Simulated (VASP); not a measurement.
A run of VASP 6.6.1:

The input INCAR:

```
SYSTEM = Mg16O17
ALGO = Normal ; EDIFF = 1E-6
ENCUT = 520 ; GGA = PE
GGA_COMPAT = .FALSE. ; ISIF = 2
ISMEAR = -1 ; ISYM = -1
LASPH = .TRUE. ; LCHARG = .TRUE.
LELF = .TRUE. ; LREAL = Auto
LVHAR = .TRUE. ; LWAVE = .FALSE.
NBANDS = 89 ; NELECT = 136.0
NELM = 120 ; PREC = Accurate
SIGMA = 0.01
```

File KPOINTS:

```
explicit points
1
Reciprocal
  0.25000000   0.25000000   0.25000000 1
```

File POSCAR:

```
Mg16O17
1.0
   -4.2543812300      4.2543812300      4.2543812300
    4.2543812300     -4.2543812300      4.2543812300
    4.2543812300      4.2543812300     -4.2543812300
Mg O
16 17
Direct
   -0.0096681510     -0.0098210522      0.0052328409
    0.0006238275      0.2414657842      0.7499827419
   -0.0043697306      0.4972182523      0.4993709743
    0.0127661338      0.7620782729      0.2756855666
    0.2415569843      0.0006133677      0.7500218780
    0.2814123689      0.2813048327      0.5054477687
    0.2367237315      0.4901005310      0.2263145797
    0.2479153708      0.7498285479      0.0043084996
    0.4974105247     -0.0044568173      0.4993388898
    0.4904365376      0.2364390838      0.2264228211
    0.5218034962      0.5217152343     -0.0078814046
    0.4860429492      0.7688013422      0.7534019230
    0.7623931248      0.0125134531      0.2756701707
    0.7500640698      0.2478712985      0.0043391739
    0.7687243628      0.4860511760      0.7534810180
    0.7332820759      0.7331443355      0.4983133587
    0.0015028037      0.0013821046      0.5209870437
    0.0001058908      0.2601140895      0.2554698183
   -0.0029239270      0.4961820265      0.0036367216
   -0.0054379236      0.7450703942      0.7515018817
    0.2603384464     -0.0000745114      0.2554900328
    0.2298817259      0.2297944042     -0.0226001138
    0.2103247104      0.4985829631      0.7524587777
    0.2444141566      0.7452255284      0.4996864139
    0.4963432720     -0.0031050344      0.0035797215
    0.4987341015      0.2103584403      0.7524588952
    0.4678589887      0.4675860936      0.3985938044
    0.4962364409      0.7567136855      0.2474156506
    0.7451255138     -0.0055795423      0.7514861333
    0.7453351800      0.2442131873      0.4996383458
    0.7569279352      0.4960408778      0.2474272857
    0.8168937648      0.8165839665      0.0957967747
    0.5488459717      0.5490298997      0.7470977160
```

Potentials or basis: VASP PAW PBE potentials, release 64 (Mg, O).

Command:

```sh
$ cat potpaw_PBE.64/Mg/POTCAR potpaw_PBE.64/O/POTCAR > POTCAR
$ mpirun -np 1 vasp_std > vasp.out
```

Hardware: 1 thread of Intel(R) Xeon(R) 6975P-C (Granite Rapids), with other jobs on the host.

Task: Estimate the wall time of this run.

Result: Wall time 73 s on 1 thread of Intel(R) Xeon(R) 6975P-C (Granite Rapids), on a shared host, peak memory 0.39 GiB. Counts: scf iterations 14, k points 1.
